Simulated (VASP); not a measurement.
# BP (I-4m2) in VASP: further runs, part 2 of 2

VASP 6.6.1.

## 4. Single point, r2SCAN

This run uses another cell than the first one, of the same volume but with other edges.

POSCAR reads:

```
BP
1.0
    0.0000000000      2.3000860547      2.2080826125
    2.3000860547      0.0000000000      2.2080826125
    2.3000860547      2.3000860547      0.0000000000
B P
1 1
Direct
    0.0000000000      0.0000000000      0.0000000000
    0.7500000000      0.7500000000      0.7500000000
```

INCAR.step1 reads:

```
SYSTEM = BP
ALGO = Normal
EDIFF = 1E-4
ENCUT = 520
GGA = PE
ISMEAR = 0
LASPH = .True.
LCHARG = .False.
LREAL = .False.
LWAVE = .True.
NBANDS = 11
NELM = 80
PREC = Accurate
SIGMA = 0.05
```

INCAR.step2 reads:

```
SYSTEM = BP
ALGO = Normal
EDIFF = 1E-6
ENCUT = 520
ISIF = 2
ISMEAR = 0
ISTART = 1
LASPH = .True.
LCHARG = .False.
LMIXTAU = .True.
LREAL = .False.
LWAVE = .False.
METAGGA = R2SCAN
NBANDS = 11
NELM = 80
PREC = Accurate
SIGMA = 0.05
```

KPOINTS reads:

```
k-points
0
Gamma
  8 8 8
  0 0 0
```

Potentials or basis: VASP PAW PBE potentials, release 64 (B, P).

The run is started by

```bash
$ cat potpaw_PBE.64/B/POTCAR potpaw_PBE.64/P/POTCAR > POTCAR
$ cp INCAR.step1 INCAR
$ mpirun -np 1 vasp_std > vasp.out
$ cp INCAR.step2 INCAR
$ mpirun -np 1 vasp_std > vasp.out
```

OUTCAR:

```text
SYSTEM = BP
   EDIFF = 1E-6
   ENCUT = 520
   ISIF = 2
   ISMEAR = 0
   ISTART = 1
   LASPH = .True.
   LREAL = .False.
   METAGGA = R2SCAN
   NELM = 80
   PREC = Accurate

 ion  position               nearest neighbor table
   1  0.000  0.000  0.000-   2 1.97   2 1.97   2 1.97   2 1.97
   2  0.750  0.750  0.750-   1 1.97   1 1.97   1 1.97   1 1.97

  LATTYP: Found a body centered tetragonal cell.
 ALAT       =     3.2528128932
 C/A-ratio  =     1.3576450199

  Lattice vectors:

 A1 = (   0.0000000000,  -2.3000860547,  -2.2080826125)
 A2 = (   0.0000000000,   2.3000860547,  -2.2080826125)
 A3 = (   2.3000860547,   0.0000000000,   2.2080826125)

Analysis of symmetry for initial positions (statically):
=====================================================================
 Subroutine PRICEL returns:
 Original cell was already a primitive cell.

 Routine SETGRP: Setting up the symmetry group for a
 body centered tetragonal supercell.

 Subroutine GETGRP returns: Found  8 space group operations
 (whereof  8 operations were pure point group operations)
 out of a pool of 16 trial point group operations.

The static configuration has the point symmetry D_2d.

[... 164 lines left out ...]
 fundamental gap:      0.8356555420
 Fermi energy:         7.9040055947

 k-point     1 :       0.0000    0.0000    0.0000
  band No.  band energies     occupation
      1      -8.8675      2.00000
      2       7.2580      2.00000
      3       7.2580      2.00000
      4       7.6645      2.00000
      5      10.8719      0.00000
      6      11.1280      0.00000
      7      11.1280      0.00000
      8      15.3779      0.00000
      9      19.4843      0.00000
     10      19.7990      0.00000
     11      20.5428      0.00000
[... 309 lines left out ...]
 k-point    24 :       0.3750    0.0000    0.1250
  band No.  band energies     occupation
      1      -6.6278      2.00000
      2       0.5051      2.00000
      3       4.7523      2.00000
      4       5.1537      2.00000
      5      11.3325      0.00000
      6      13.1708      0.00000
      7      14.2275      0.00000
      8      15.9957      0.00000
      9      20.5584      0.00000
     10      21.6764      0.00000
     11      22.8619      0.00000

 [... further k-points ...]
[... 5 lines left out ...]
  --------------------------------------------------------------------------------------
  -------------------------------------------------------------------------------------
  Total       -0.6400225     -0.6400225      0.9833916      0.0000000      0.0000000      0.0000000
  in kB      -43.8906803    -43.8906803     67.4378292      0.0000000      0.0000000      0.0000000
  external PRESSURE =      -6.7811772 kB  Pullay stress =       0.0000000 kB

 VOLUME and BASIS-vectors are now :
 -----------------------------------------------------------------------------
  energy-cutoff  :      520.00
  volume of cell :       23.36
      direct lattice vectors                 reciprocal lattice vectors
     0.000000000  2.300086055  2.208082613    -0.217383171  0.217383171  0.226440803
     2.300086055  0.000000000  2.208082613     0.217383171 -0.217383171  0.226440803
     2.300086055  2.300086055  0.000000000     0.217383171  0.217383171 -0.226440803

 POSITION                                       TOTAL-FORCE (eV/Angst)
 -----------------------------------------------------------------------------------
      0.00000      0.00000      0.00000        -0.000000     -0.000000     -0.000000
      3.45013      3.45013      3.31212         0.000000      0.000000      0.000000
 -----------------------------------------------------------------------------------
    total drift:                               -0.000000     -0.000000     -0.000000

  FREE ENERGIE OF THE ION-ELECTRON SYSTEM (eV)
  ---------------------------------------------------
  free  energy   TOTEN  =       -17.2869557685 eV

  energy  without entropy=      -17.2869557685  energy(sigma->0) =      -17.28695577
```

OUTCAR.step1:

```text
SYSTEM = BP
   EDIFF = 1E-4
   ENCUT = 520
   GGA = PE
   ISMEAR = 0
   LASPH = .True.
   LREAL = .False.
[... 557 lines left out ...]
      0.00000      0.00000      0.00000        -0.000000     -0.000000     -0.000000
      3.45013      3.45013      3.31212         0.000000      0.000000      0.000000
 -----------------------------------------------------------------------------------
    total drift:                               -0.000000     -0.000000      0.000000

  FREE ENERGIE OF THE ION-ELECTRON SYSTEM (eV)
  ---------------------------------------------------
  free  energy   TOTEN  =       -12.9077466345 eV

  energy  without entropy=      -12.9077466345  energy(sigma->0) =      -12.90774663
```

OSZICAR.step1:

```text
N       E                     dE             d eps       ncg     rms          rms(c)
DAV:   1     0.893421306764E+01    0.89342E+01   -0.39562E+03  1298   0.655E+02
DAV:   2    -0.129965114568E+02   -0.21931E+02   -0.20682E+02  1717   0.108E+02
DAV:   3    -0.136108396798E+02   -0.61433E+00   -0.61303E+00  1644   0.157E+01
DAV:   4    -0.136133262984E+02   -0.24866E-02   -0.24863E-02  1473   0.116E+00
DAV:   5    -0.136133388936E+02   -0.12595E-04   -0.12595E-04  1615   0.831E-02    0.720E+00
DAV:   6    -0.130055121850E+02    0.60783E+00   -0.13923E+00  1478   0.509E+00    0.388E+00
DAV:   7    -0.129150912089E+02    0.90421E-01   -0.23122E-01  1621   0.239E+00    0.133E+00
DAV:   8    -0.129072243667E+02    0.78668E-02   -0.26801E-02  1513   0.932E-01    0.194E-01
DAV:   9    -0.129075409355E+02   -0.31657E-03   -0.71536E-04  1510   0.180E-01    0.124E-01
DAV:  10    -0.129077364147E+02   -0.19548E-03   -0.24957E-04  1464   0.992E-02    0.287E-02
DAV:  11    -0.129077466345E+02   -0.10220E-04   -0.10711E-05   736   0.220E-02
   1 F= -.12907747E+02 E0= -.12907747E+02  d E =-.247711E-12
```

Wall time 34 s (1 thread of Intel Xeon Platinum 8259CL at 2.50GHz (Skylake/Cascade Lake), shared host); peak memory 0.14 GiB.

What came out:

- Free energy: -17.2870 eV
- Pressure: -0.7 GPa
- Band gap on the k mesh: 0.84 eV, indirect (least direct gap 3.21 eV)

Caveat: the PAW data sets were made with another functional, which shifts forces and pressure a little.

## 5. Overview

| cell | gap on the mesh (eV) | pressure (GPa) |
| --- | --- | --- |
| a = 3.124, b = 3.124, c = 3.704 Å, angles 53.6, 53.6, 72.7°, 2 atoms | none | -6.6 |
| a = 3.573, b = 3.573, c = 2.803 Å, angles 66.9, 66.9, 46.2°, 2 atoms | none | -2.6 |
| a = 3.188, b = 3.188, c = 3.253 Å, angles 59.3, 59.3, 61.3°, 2 atoms | 0.84 | -0.7 |

Alike in all rows: task single point; level r2SCAN; potentials or basis VASP PAW PBE potentials, release 64 (B, P); no spin polarisation; k mesh 8 × 8 × 8; cutoff (eV) 520; smearing gaussian 0.05 eV.

Caveats: the PAW data sets were made with another functional, which shifts forces and pressure a little.

Total energies depend on the potentials used, so only differences within one code and one set of settings carry meaning.
